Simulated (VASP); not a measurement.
Runs of VASP 6.6.1 on TiO2. The structure is that of space group P4_2/mnm (No. 136), or close to it. The cells are those of the table. 

```tsv
task	cell	k mesh	smearing	gap on the mesh (eV)	pressure (GPa)	relaxed volume (Å³/atom)	largest force (eV/Å)
relaxation of cell and atoms	relaxed from a = 4.640, b = 4.640, c = 2.965 Å, 6 atoms	6 × 6 × 10	gaussian 0.02 eV	1.83	0.0	10.67	0.01
relaxation of cell and atoms	relaxed from a = 4.594, b = 4.594, c = 2.959 Å, 6 atoms	4 × 4 × 6	gaussian 0.1 eV	1.82	0.1	10.66	-
single point	a = 4.643, b = 4.643, c = 2.964 Å, 6 atoms	6 × 6 × 10	gaussian 0.02 eV	1.83	0.5	-	0.02
single point	a = 4.640, b = 4.640, c = 2.965 Å, 6 atoms	4 × 4 × 6	gaussian 0.1 eV	1.84	(b)	-	(a)
```

Alike in all rows: level PBE; potentials or basis VASP PAW PBE potentials, release 64 (Ti_sv, O); no spin polarisation; cutoff (eV) 600.

Task: Fill in the values left out.

Result: (a) 0.03; (b) 0.6.

A k mesh can miss the band edges.
